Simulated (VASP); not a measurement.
NbH, 4 atoms in the cell. The structure is orthorhombic, space group Cmme (No. 67). Conventional cell: a = 3.580 Å, b = 4.752 Å, c = 4.716 Å, α = 90.00°, β = 90.00°, γ = 90.00°. Nb (site symmetry mm2) has 4 H at 1.95 Å within 2.6 Å. H (site symmetry 222) has 4 H at 1.79 to 2.38 Å and 4 Nb at 1.95 Å within 2.4 Å. 

```yaml
Program: VASP 6.6.1
Task: single point
Functional: LDA
Potentials_or_basis: VASP PAW LDA potentials, release 64 (Nb_sv, H)
Cutoff: 520 eV
k_mesh: 7 × 7 × 4
Occupations: fermi-dirac, width 0.02 eV
Spin: no spin polarisation
Dipole_correction: no
Further_INCAR_settings: ALGO = Normal; EDIFF = 1e-06; NBANDS = 22
```

Potentials or basis: VASP PAW LDA potentials, release 64 (Nb_sv, H).

Run with:

```console
$ cat potpaw_LDA.64/Nb_sv/POTCAR potpaw_LDA.64/H/POTCAR > POTCAR
$ mpirun -np 1 vasp_std > vasp.out
```

Hardware: 1 thread of AMD EPYC 7R13 Processor (Zen 3), on a shared host.

Task: Estimate the wall time of this run.

Result: Run time: 30 s on 1 thread of AMD EPYC 7R13 Processor (Zen 3), on a shared host, peak memory 0.13 GiB. Counts: scf iterations 13, k points 48.
